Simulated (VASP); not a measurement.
# Ge (I4_1/amd) in VASP: notebook

Ge is run at these levels: PBEsol; tasks: single point.

Everything below comes from runs of VASP 6.6.1. Logs are shortened: lines on timing, memory, paths and dates and some standing lists are left out, and cuts for length are marked.

### Step 1. The cell of the first run

The structure is tetragonal, space group I4_1/amd (No. 141). Conventional cell: a = 4.053 Å, b = 4.053 Å, c = 5.632 Å, α = 90.00°, β = 90.00°, γ = 90.00°. Within 3.3 Å of Ge (site symmetry -4m2) lie 4 Ge at 2.47 Å.

### Step 2. Single point, PBEsol

INCAR

```
  PREC = Accurate
  ENCUT = 520
  EDIFF = 1E-6
  ISMEAR = 0
  SIGMA = 0.01
  LREAL = F
  LASPH = T
  NELM = 60
  ALGO = Normal
  ISIF = 2
  LWAVE = F
  LCHARG = T
  GGA = PS
  LELF = T
  LVHAR = T
  NBANDS = 21
```

KPOINTS

```
regular mesh
0
Gamma
  10 10 10
```

POSCAR

```
Ge
1.0
    0.0000000000      2.8662440442      2.8160910551
    2.8662440442      0.0000000000      2.8160910551
    2.8662440442      2.8662440442      0.0000000000
Ge
2
Direct
    0.0000000000      0.0000000000      0.0000000000
    0.2500000000      0.2500000000      0.2500000000
```

Potentials or basis: VASP PAW PBE potentials, release 64 (Ge_d).

Started as:

```bash
> cat potpaw_PBE.64/Ge_d/POTCAR > POTCAR
> mpirun -np 1 vasp_std > vasp.out
```

OUTCAR:

```text
PREC = Accurate
   ENCUT = 520
   EDIFF = 1E-6
   ISMEAR = 0
   LREAL = F
   LASPH = T
   NELM = 60
   ISIF = 2
   GGA = PS

 ion  position               nearest neighbor table
   1  0.000  0.000  0.000-   2 2.47   2 2.47   2 2.47   2 2.47
   2  0.250  0.250  0.250-   1 2.47   1 2.47   1 2.47   1 2.47

  LATTYP: Found a body centered tetragonal cell.
 ALAT       =     4.0534812004
 C/A-ratio  =     1.3894679244

  Lattice vectors:

 A1 = (   0.0000000000,  -2.8662440442,  -2.8160910551)
 A2 = (   0.0000000000,   2.8662440442,  -2.8160910551)
 A3 = (   2.8662440442,   0.0000000000,   2.8160910551)

Analysis of symmetry for initial positions (statically):
=====================================================================
 Subroutine PRICEL returns:
 Original cell was already a primitive cell.

 Routine SETGRP: Setting up the symmetry group for a
 body centered tetragonal supercell.

 Subroutine GETGRP returns: Found 16 space group operations
 (whereof  8 operations were pure point group operations)
 out of a pool of 16 trial point group operations.

The static configuration has the point symmetry D_2d.
 The point group associated with its full space group is D_4h.

Analysis of symmetry for dynamics (positions and initial velocities):
=====================================================================
 Subroutine PRICEL returns:
 Original cell was already a primitive cell.

 Routine SETGRP: Setting up the symmetry group for a
 body centered tetragonal supercell.

 Subroutine GETGRP returns: Found 16 space group operations
 (whereof  8 operations were pure point group operations)
 out of a pool of 16 trial point group operations.

The dynamic configuration has the point symmetry D_2d.
 The point group associated with its full space group is D_4h.

 Subroutine INISYM returns: Found 16 space group operations
 (whereof  8 operations are pure point group operations),
 and found     1 'primitive' translations

----------------------------------------------------------------------------------------

                                     Primitive cell

  volume of cell :      46.2704

  direct lattice vectors                    reciprocal lattice vectors
     0.000000000  2.866244044  2.816091055    -0.174444322  0.174444322  0.177551077
     2.866244044  0.000000000  2.816091055     0.174444322 -0.174444322  0.177551077
     2.866244044  2.866244044  0.000000000     0.174444322  0.174444322 -0.177551077

  length of vectors
     4.018174181  4.018174181  4.053481200     0.303950700  0.303950700  0.303950700

  position of ions in fractional coordinates (direct lattice)
     0.000000000  0.000000000  0.000000000
     0.250000000  0.250000000  0.250000000

  ion indices of the primitive-cell ions
   primitive index   ion index
                 1           1
                 2           2

----------------------------------------------------------------------------------------

 KPOINTS: regular mesh

Automatic generation of k-mesh.
 Grid dimensions read from file:
 generate k-points for:   10   10   10

 Generating k-lattice:

  Cartesian coordinates                     Fractional coordinates (reciprocal lattice)
    -0.017444432  0.017444432  0.017755108     0.100000000 -0.000000000  0.000000000
     0.017444432 -0.017444432  0.017755108    -0.000000000  0.100000000  0.000000000
     0.017444432  0.017444432 -0.017755108     0.000000000  0.000000000  0.100000000

  Length of vectors
     0.030395070  0.030395070  0.030395070

  Shift w.r.t. Gamma in fractional coordinates (k-lattice)
     0.000000000  0.000000000  0.000000000

 Subroutine IBZKPT returns following result:
 ===========================================

 Found    102 irreducible k-points:

 Following reciprocal coordinates:
            Coordinates               Weight
  0.000000  0.000000  0.000000      1.000000
  0.100000  0.000000  0.000000      8.000000
  0.200000  0.000000  0.000000      8.000000
  0.300000 -0.000000  0.000000      8.000000
  0.400000  0.000000  0.000000      8.000000
  0.500000  0.000000  0.000000      4.000000
[... 16 lines left out ...]
  0.300000  0.300000  0.000000      2.000000
  0.400000  0.300000  0.000000      8.000000
 [... further k-points ...]
   k-points           NKPTS =    102   k-points in BZ     NKDIM =    102   number of bands    NBANDS=     21
   number of dos      NEDOS =    301   number of ions     NIONS =      2
   total plane-waves  NPLWV =  27000
   dimension x,y,z NGX =    30 NGY =   30 NGZ =   30
   dimension x,y,z NGXF=    60 NGYF=   60 NGZF=   60
   ions per type =               2
   NGX,Y,Z   is equivalent  to a cutoff of  12.41, 12.41, 12.30 a.u.
   NGXF,Y,Z  is equivalent  to a cutoff of  24.82, 24.82, 24.61 a.u.
 SYSTEM =  unknown system
   PREC   = accura    normal or accurate (medium, high low for compatibility)
   ISTART =      0    job   : 0-new  1-cont  2-samecut
   ICHARG =      2    charge: 1-file 2-atom 10-const
   ISPIN  =      1    spin polarized calculation?
   LNONCOLLINEAR =      F non collinear calculations
   LSORBIT =      F    spin-orbit coupling
   LASPH  =      T    aspherical Exc in radial PAW
   ENCUT  =  520.0 eV  38.22 Ry    6.18 a.u.   7.47  7.47  7.54*2*pi/ulx,y,z
   NELM   =     60;   NELMIN=  2; NELMDL= -5     # of ELM steps
   EDIFF  = 0.1E-05   stopping-criterion for ELM
   LREAL  =      F    real-space projection
   EDIFFG = 0.1E-04   stopping-criterion for IOM
   NSW    =      0    number of steps for IOM
   IBRION =     -1    ionic relax: 0-MD 1-quasi-New 2-CG
   NFREE  =      0    steps in history (QN), initial steepest desc. (CG)
   ISIF   =      2    stress and relaxation
   ISYM   =      2    0-nonsym 1-usesym 2-fastsym
   POTIM  = 0.5000    time-step for ionic-motion
   TEBEG  =    0.0;   TEEND  =   0.0 temperature during run
   PSTRESS=    0.0 pullay stress
   NELECT =      28.0000    total number of electrons
   NUPDOWN=      -1.0000    fix difference up-down
   EMIN   =  10.00;   EMAX   =-10.00  energy-range for DOS
   EFERMI =   0.00;   METHOD = LEGACY
   ISMEAR =     0;   SIGMA  =   0.01  broadening in eV -4-tet -1-fermi 0-gaus
   EFERMI_NEDOS =   21; number of points for ismear=-14 and -15
   IALGO  =     38    algorithm
   IMIX   =      4    mixing-type and parameters
     AMIX     =   0.40;   BMIX     =  1.00
     AMIX_MAG =   1.60;   BMIX_MAG =  1.00
  volume/ion in A,a.u.               =      23.14       156.12
  Fermi-wavevector in a.u.,A,eV,Ry     =   1.384713  2.616729 26.088228  1.917431
  Thomas-Fermi vector in A             =   2.509192
   LORBIT       =      0    0 simple, 1 ext, 2 COOP (PROOUT), +10 PAW based schemes
   GGA     = PS    functional components
   LHFCALC =     F    Hartree Fock is set to
   AEXX    =    0.0000 exact exchange contribution
   IVDW    =     0    specifies the selected vdW correction
   LEPSILON=     F    determine dielectric tensor
   LRPA    =     F    only Hartree local field effects (RPA)
 non-spin polarized calculation
 Gauss-broadening in eV      SIGMA  =   0.01
  energy-cutoff  :      520.00
  volume of cell :       46.27
 maximum number of plane-waves:      1271
 NGX is ok and might be reduce to    30
   NGX = 15   NGY = 15   NGZ = 15

 number of electron      28.0000009 magnetization

 Free energy of the ion-electron system (eV)
  ---------------------------------------------------
  ext. energy  EPLUGINS =         0.00000000
  ---------------------------------------------------
  free energy    TOTEN  =        -9.86777033 eV

  energy without entropy =       -9.86777033  energy(sigma->0) =       -9.86777033

 E-fermi :   4.6583     XC(G=0): -10.0262

 val. band max:        4.6100033187   @ k =   0.0000   0.0000   0.0000
 cond. band min:       4.7057034132   @ k =   0.5000   0.0000   0.0000
 fundamental gap:      0.0957000945
 Fermi energy:         4.6583355758

 k-point     1 :       0.0000    0.0000    0.0000
  band No.  band energies     occupation
      1     -20.0813      2.00000
      2     -20.0774      2.00000
      3     -20.0774      2.00000
      4     -20.0444      2.00000
      5     -20.0433      2.00000
      6     -19.8458      2.00000
[... 13 lines left out ...]
     20      13.9009      0.00000
     21      14.2376      0.00000

 k-point     2 :       0.1000    0.0000    0.0000
  band No.  band energies     occupation
      1     -20.0857      2.00000
      2     -20.0829      2.00000
      3     -20.0770      2.00000
      4     -20.0367      2.00000
      5     -20.0359      2.00000
      6     -19.8532      2.00000
[... 13 lines left out ...]
     20      13.2156      0.00000
     21      13.4622      0.00000

 k-point     3 :       0.2000    0.0000    0.0000
  band No.  band energies     occupation
      1     -20.0941      2.00000
      2     -20.0911      2.00000
      3     -20.0731      2.00000
      4     -20.0231      2.00000
      5     -20.0226      2.00000
      6     -19.8651      2.00000
[... 13 lines left out ...]
     20      12.7656      0.00000
     21      12.9312      0.00000

 k-point     4 :       0.3000   -0.0000    0.0000
  band No.  band energies     occupation
      1     -20.1003      2.00000
      2     -20.0966      2.00000
      3     -20.0679      2.00000
      4     -20.0118      2.00000
      5     -20.0117      2.00000
      6     -19.8740      2.00000
[... 13 lines left out ...]
     20      13.1976      0.00000
     21      13.2247      0.00000

 k-point     5 :       0.4000    0.0000    0.0000
  band No.  band energies     occupation
      1     -20.1034      2.00000
      2     -20.0991      2.00000
      3     -20.0636      2.00000
      4     -20.0057      2.00000
      5     -20.0055      2.00000
      6     -19.8784      2.00000
[... 13 lines left out ...]
     20      14.3747      0.00000
     21      14.4602      0.00000
[... 382 lines left out ...]
     20      13.7055      0.00000
     21      15.8402      0.00000

 k-point    22 :      -0.2000    0.2000    0.0000
  band No.  band energies     occupation
      1     -20.1088      2.00000
      2     -20.1049      2.00000
      3     -20.0543      2.00000
      4     -20.0120      2.00000
      5     -19.9909      2.00000
      6     -19.8945      2.00000
[... 13 lines left out ...]
     20      14.3219      0.00000
     21      14.7658      0.00000

 k-point    23 :       0.3000    0.3000    0.0000
  band No.  band energies     occupation
      1     -20.0985      2.00000
      2     -20.0985      2.00000
      3     -20.0769      2.00000
      4     -19.9982      2.00000
      5     -19.9624      2.00000
      6     -19.9438      2.00000
[... 13 lines left out ...]
     20      15.4522      0.00000
     21      15.7134      0.00000

 k-point    24 :       0.4000    0.3000    0.0000
  band No.  band energies     occupation
      1     -20.1087      2.00000
      2     -20.1027      2.00000
      3     -20.0603      2.00000
      4     -19.9836      2.00000
      5     -19.9605      2.00000
      6     -19.9464      2.00000
[... 13 lines left out ...]
     20      16.1563      0.00000
     21      16.2389      0.00000

 [... further k-points ...]

------------------------ aborting loop because EDIFF is reached ----------------------------------------

  FORCE on cell =-STRESS in cart. coord.  units (eV):
  Direction    XX          YY          ZZ          XY          YZ          ZX
  --------------------------------------------------------------------------------------
  -------------------------------------------------------------------------------------
  Total       -0.4675843     -0.4675843     -0.1278173      0.0000000     -0.0000000     -0.0000000
  in kB      -16.1907705    -16.1907705     -4.4258543      0.0000000     -0.0000000     -0.0000000
  external PRESSURE =     -12.2691317 kB  Pullay stress =       0.0000000 kB

 VOLUME and BASIS-vectors are now :
 -----------------------------------------------------------------------------
  energy-cutoff  :      520.00
  volume of cell :       46.27
      direct lattice vectors                 reciprocal lattice vectors
     0.000000000  2.866244044  2.816091055    -0.174444322  0.174444322  0.177551077
     2.866244044  0.000000000  2.816091055     0.174444322 -0.174444322  0.177551077
     2.866244044  2.866244044  0.000000000     0.174444322  0.174444322 -0.177551077

 POSITION                                       TOTAL-FORCE (eV/Angst)
 -----------------------------------------------------------------------------------
      0.00000      0.00000      0.00000         0.000000      0.000000      0.000000
      1.43312      1.43312      1.40805        -0.000000     -0.000000     -0.000000
 -----------------------------------------------------------------------------------
    total drift:                                0.000000      0.000000      0.000000

  FREE ENERGIE OF THE ION-ELECTRON SYSTEM (eV)
  ---------------------------------------------------
  free  energy   TOTEN  =        -9.8677703324 eV

  energy  without entropy=       -9.8677703324  energy(sigma->0) =       -9.86777033
```

Wall time 42 s (1 thread of AMD EPYC 9R45 (Zen 5), shared host); peak memory 0.19 GiB.

Results:

```yaml
Free_energy: -9.8678 eV
Pressure: -1.2 GPa
Band_gap_on_the_k_mesh: 0.10 eV, indirect (least direct gap 0.13 eV)
```

Caveat: the PAW data sets were made with another functional, which shifts forces and pressure a little. A k mesh can miss the band edges.

### Step 3. Single point, PBEsol

INCAR

```
SYSTEM = Ge
PREC = Accurate
ENCUT = 520
EDIFF = 1E-6
ISMEAR = 0
SIGMA = 0.01
LREAL = .False.
LASPH = .True.
NELM = 60
ALGO = Normal
ISIF = 2
LWAVE = .False.
LCHARG = .False.
GGA = PS
NBANDS = 21
```

KPOINTS

```
Automatic mesh
0
Gamma
  10 10 10
  0 0 0
```

POSCAR is that of step 2.

Potentials or basis: VASP PAW PBE potentials, release 64 (Ge_d).

Started as:

```bash
> cat potpaw_PBE.64/Ge_d/POTCAR > POTCAR
> mpirun -np 1 vasp_std > vasp.out
```

Run time: 41 s. Hardware: 1 thread of AMD EPYC 9R45 (Zen 5), shared host; peak memory 0.18 GiB.

The run converged. Its results:

```
Free energy            : -9.8678 eV
Pressure               : -1.2 GPa
Band gap on the k mesh : 0.10 eV, indirect (least direct gap 0.13 eV)
```

Stress tensor (GPa, compression positive):
```
-1.62  0.00  0.00
 0.00 -1.62  0.00
 0.00  0.00 -0.44
```

Levels at points of the mesh, in eV from the valence-band top:
```csv
k point,band 11,band 12,band 13,band 14,band 15,band 16,band 17,band 18
"(0.00, 0.00, 0.00)",-12.59,-0.16,0.00,0.00,0.13,2.51,2.60,2.60
"(0.50, 0.00, 0.00)",-10.54,-7.48,-1.41,-1.25,0.10,3.69,3.80,7.00
"(0.50, 0.50, 0.00)",-8.72,-8.72,-3.05,-3.05,0.65,0.65,9.37,9.37
"(0.50, 0.00, 0.50)",-8.80,-8.80,-2.93,-2.93,0.78,0.78,9.33,9.33
```

Caveat: the PAW data sets were made with another functional, which shifts forces and pressure a little. A k mesh can miss the band edges.
